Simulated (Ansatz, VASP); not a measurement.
# Se in VASP and in Ansatz

```
Se
1.0
    -1.73458    1.73458    1.73458
     1.73458   -1.73458    1.73458
     1.73458    1.73458   -1.73458
Se
1
Cartesian
  0.0000 0.0000 0.0000
```

Alike in both runs: task single point; functional BLYP; k mesh 14 × 14 × 14; occupations fermi-dirac, width 0.1 eV; no spin polarisation.

|  | VASP | Ansatz |
| --- | --- | --- |
| version | VASP 6.6.1 | Ansatz 0.2.0 |
| potentials or method | VASP PAW PBE potentials, release 64 (Se), cutoff 520 eV | plane waves (420 eV) with PAW, scalar-relativistic |
| valence electrons in the cell | 6 | 16 |

Ansatz gave:

```
pressure (GPa) : 5.7
```

Which values does VASP return?

Pressure (GPa): 5.9.

VASP's potentials were made for PBE, not for BLYP. With one functional, cell and mesh, what is left measures potentials, basis and numerics. VASP's potentials hold 6 valence electrons a cell and Ansatz's 16, so a difference there can come from the potentials and not from the codes.
